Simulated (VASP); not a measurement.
# Ir (Fm-3m) in VASP: notebook

Ir is run at these levels: B3LYP, r2SCAN, HSE06, PBE0; tasks: single point.

All numbers are computed with VASP 6.6.1; they aren't measurements. Logs are shortened: lines on timing, memory, paths and dates and some standing lists are left out, and cuts for length are marked.

### Step 1. The cell of the first run

The structure is cubic, space group Fm-3m (No. 225). Conventional cell: a = 3.831 Å, b = 3.831 Å, c = 3.831 Å, α = 90.00°, β = 90.00°, γ = 90.00°. Ir (site symmetry m-3m) has 12 Ir at 2.71 Å within 3.6 Å.

### Step 2. Single point, B3LYP

The input, POSCAR:

```
Ir
1.0
    0.0000000000      1.9156000000      1.9156000000
    1.9156000000      0.0000000000      1.9156000000
    1.9156000000      1.9156000000      0.0000000000
Ir
1
Direct
    0.0000000000      0.0000000000      0.0000000000
```

The input, INCAR.step1:

```
ALGO = Normal
EDIFF = 1E-5
ENCUT = 520
GGA = PE
ISIF = 2
ISMEAR = -1
LASPH = True
LCHARG = False
LREAL = False
LWAVE = True
NBANDS = 10
NELM = 80
PREC = Accurate
SIGMA = 0.05
```

The input, INCAR.step2:

```
AEXX = 0.2
AGGAC = 0.81
AGGAX = 0.72
ALDAC = 0.19
ALGO = Normal
EDIFF = 1E-6
ENCUT = 520
GGA = B3
ISIF = 2
ISMEAR = -1
ISTART = 1
LASPH = True
LCHARG = False
LHFCALC = True
LREAL = False
LWAVE = False
NBANDS = 10
NELM = 80
PREC = Accurate
PRECFOCK = Normal
SIGMA = 0.05
```

The input, KPOINTS:

```
k-points
0
Gamma
  6 6 6
```

Potentials or basis: VASP PAW PBE potentials, release 64 (Ir).

Started as:

```bash
> cat potpaw_PBE.64/Ir/POTCAR > POTCAR
> cp INCAR.step1 INCAR
> mpirun -np 1 vasp_std > vasp.out
> cp INCAR.step2 INCAR
> mpirun -np 1 vasp_std > vasp.out
```

OUTCAR:

```text
AEXX = 0.2
   EDIFF = 1E-6
   ENCUT = 520
   GGA = B3
   ISIF = 2
   ISMEAR = -1
   ISTART = 1
   LASPH = True
   LHFCALC = True
   LREAL = False
   NELM = 80
   PREC = Accurate
   PRECFOCK = Normal

 ion  position               nearest neighbor table
   1  0.000  0.000  0.000-

  LATTYP: Found a face centered cubic cell.
 ALAT       =     3.8312000000

  Lattice vectors:

 A1 = (   0.0000000000,   1.9156000000,   1.9156000000)
 A2 = (   1.9156000000,   0.0000000000,   1.9156000000)
 A3 = (   1.9156000000,   1.9156000000,   0.0000000000)

Analysis of symmetry for initial positions (statically):
=====================================================================
 Subroutine PRICEL returns:
 Original cell was already a primitive cell.

 Routine SETGRP: Setting up the symmetry group for a
 face centered cubic supercell.

 Subroutine GETGRP returns: Found 48 space group operations
 (whereof 48 operations were pure point group operations)
 out of a pool of 48 trial point group operations.

The static configuration has the point symmetry O_h .

Analysis of symmetry for dynamics (positions and initial velocities):
=====================================================================
 Subroutine PRICEL returns:
 Original cell was already a primitive cell.

 Routine SETGRP: Setting up the symmetry group for a
 face centered cubic supercell.

 Subroutine GETGRP returns: Found 48 space group operations
 (whereof 48 operations were pure point group operations)
 out of a pool of 48 trial point group operations.

The dynamic configuration has the point symmetry O_h .

 Subroutine INISYM returns: Found 48 space group operations
 (whereof 48 operations are pure point group operations),
 and found     1 'primitive' translations

----------------------------------------------------------------------------------------

                                     Primitive cell

  volume of cell :      14.0587

  direct lattice vectors                    reciprocal lattice vectors
     0.000000000  1.915600000  1.915600000    -0.261014826  0.261014826  0.261014826
     1.915600000  0.000000000  1.915600000     0.261014826 -0.261014826  0.261014826
     1.915600000  1.915600000  0.000000000     0.261014826  0.261014826 -0.261014826

  length of vectors
     2.709067500  2.709067500  2.709067500     0.452090940  0.452090940  0.452090940

  position of ions in fractional coordinates (direct lattice)
     0.000000000  0.000000000  0.000000000

  ion indices of the primitive-cell ions
   primitive index   ion index
[... 77 lines left out ...]
   EMIN   =  10.00;   EMAX   =-10.00  energy-range for DOS
   EFERMI =   0.00;   METHOD = LEGACY
   ISMEAR =    -1;   SIGMA  =   0.05  broadening in eV -4-tet -1-fermi 0-gaus
   EFERMI_NEDOS =   21; number of points for ismear=-14 and -15
   IALGO  =     38    algorithm
   IMIX   =      1    mixing-type and parameters
     AMIX     =   0.40;   BMIX     =  1.00
     AMIX_MAG =   1.60;   BMIX_MAG =  1.00
  volume/ion in A,a.u.               =      14.06        94.87
  Fermi-wavevector in a.u.,A,eV,Ry     =   1.410937  2.666284 27.085691  1.990742
  Thomas-Fermi vector in A             =   2.532839
   LORBIT       =      0    0 simple, 1 ext, 2 COOP (PROOUT), +10 PAW based schemes
   GGA     = B3    functional components
   LHFCALC =     T    Hartree Fock is set to
   PRECFOCK=normal    Normal, Fast or Accurate (Low or Medium for compatibility)
   ENCUT4O =  -1.0   cutoff for four orbital integrals eV
   NKREDX  =     1    reduce k-point grid by
   NKREDY  =     1    reduce k-point grid by
   NKREDZ  =     1    reduce k-point grid by
   AEXX    =    0.2000 exact exchange contribution
   HFSCREEN=    0.0000 screening length (either q_TF or 0.3 A-1)
   HFSCREENC=   0.0000 screening length for correlation (either q_TF or 0.3 A-1)
   ENCUTFOCK=  -1.0 apply spherical cutoff to Coloumb kernel
   IVDW    =     0    specifies the selected vdW correction
   LEPSILON=     F    determine dielectric tensor
   LRPA    =     F    only Hartree local field effects (RPA)
 non-spin polarized calculation
  energy-cutoff  :      520.00
  volume of cell :       14.06
 maximum number of plane-waves:       388
  NGX = 16; NGY = 16; NGZ = 16

 number of electron       9.0000000 magnetization

 Free energy of the ion-electron system (eV)
  ---------------------------------------------------
  ext. energy  EPLUGINS =         0.00000000
  ---------------------------------------------------
  free energy    TOTEN  =        -9.17076640 eV

  energy without entropy =       -9.16682903  energy(sigma->0) =       -9.16879771

 E-fermi :   9.9375     XC(G=0): -11.0992

 val. band max:        9.7973485461   @ k =   0.5000   0.3333   0.1667
 cond. band min:      10.3083285567   @ k =   0.5000   0.0000   0.0000
 fundamental gap:      0.5109800105
 Fermi energy:         9.9374807807

 k-point     1 :       0.0000    0.0000    0.0000
  band No.  band energies     occupation
      1      -1.6376      2.00000
      2       5.8106      2.00000
      3       5.8106      2.00000
      4       5.8106      2.00000
      5       8.6235      2.00000
      6       8.6235      2.00000
      7      26.4573      0.00000
      8      32.1455      0.00000
      9      32.1455      0.00000
     10      32.1455      0.00000
[... 183 lines left out ...]
 k-point    16 :      -0.3333    0.5000    0.1667
  band No.  band energies     occupation
      1       2.6656      2.00000
      2       3.3608      2.00000
      3       6.9409      2.00000
      4       8.9913      2.00000
      5      12.6118      0.00000
      6      18.5526      0.00000
      7      20.4256      0.00000
      8      22.6347      0.00000
      9      25.3228      0.00000
     10      37.3006      0.00000

------------------------ aborting loop because EDIFF is reached ----------------------------------------

  FORCE on cell =-STRESS in cart. coord.  units (eV):
  Direction    XX          YY          ZZ          XY          YZ          ZX
  --------------------------------------------------------------------------------------
  -------------------------------------------------------------------------------------
  Total        1.8467063      1.8467063      1.8467063      0.0000000      0.0000000      0.0000000
  in kB      210.4572705    210.4572705    210.4572705      0.0000000      0.0000000      0.0000000
  external PRESSURE =     210.4572705 kB  Pullay stress =       0.0000000 kB

 VOLUME and BASIS-vectors are now :
 -----------------------------------------------------------------------------
  energy-cutoff  :      520.00
  volume of cell :       14.06
      direct lattice vectors                 reciprocal lattice vectors
     0.000000000  1.915600000  1.915600000    -0.261014826  0.261014826  0.261014826
     1.915600000  0.000000000  1.915600000     0.261014826 -0.261014826  0.261014826
     1.915600000  1.915600000  0.000000000     0.261014826  0.261014826 -0.261014826

 POSITION                                       TOTAL-FORCE (eV/Angst)
 -----------------------------------------------------------------------------------
      0.00000      0.00000      0.00000         0.000000      0.000000      0.000000
 -----------------------------------------------------------------------------------
    total drift:                               -0.000000     -0.000000     -0.000000

  FREE ENERGIE OF THE ION-ELECTRON SYSTEM (eV)
  ---------------------------------------------------
  free  energy   TOTEN  =        -9.1707663998 eV

  energy  without entropy=       -9.1668290301  energy(sigma->0) =       -9.16879771
```

OSZICAR.step1:

```text
N       E                     dE             d eps       ncg     rms          rms(c)
DAV:   1     0.487589490048E+02    0.48759E+02   -0.43695E+03   320   0.825E+02
DAV:   2    -0.838495809933E+01   -0.57144E+02   -0.53553E+02   326   0.194E+02
DAV:   3    -0.932756426311E+01   -0.94261E+00   -0.94099E+00   380   0.305E+01
DAV:   4    -0.933641805618E+01   -0.88538E-02   -0.88525E-02   348   0.282E+00
DAV:   5    -0.933661170221E+01   -0.19365E-03   -0.19364E-03   364   0.405E-01    0.156E+01
DAV:   6    -0.887452535003E+01    0.46209E+00   -0.76159E-01   358   0.109E+01    0.646E+00
DAV:   7    -0.877980836948E+01    0.94717E-01   -0.27734E-01   384   0.608E+00    0.141E+00
DAV:   8    -0.877692769280E+01    0.28807E-02   -0.21259E-03   346   0.485E-01    0.102E+00
DAV:   9    -0.877329783194E+01    0.36299E-02   -0.21292E-03   364   0.646E-01    0.121E-02
DAV:  10    -0.877330104939E+01   -0.32174E-05   -0.11794E-05   382   0.312E-02
   1 F= -.87733010E+01 E0= -.87679226E+01  d E =-.107569E-01
```

Wall time 7.9 min (1 thread of Intel Xeon Platinum 8259CL at 2.50GHz (Skylake/Cascade Lake), shared host); peak memory 0.15 GiB.

Results:

* Free energy: -9.1708 eV
* Pressure: 21.0 GPa
* Band gap on the k mesh: zero (an odd number of electrons rules out a gap without spin polarisation)

Caveat: the k points lie up to 0.47 Å⁻¹ apart, too coarse for converged energies and pressures of a metal; the PAW data sets were made with another functional, which shifts forces and pressure a little; spin-orbit coupling is left out, which moves the levels of the heavy elements.

(Continued in part 2 of 2.)

The gap in the log of VASP goes by the Fermi energy; the results here count the filled bands.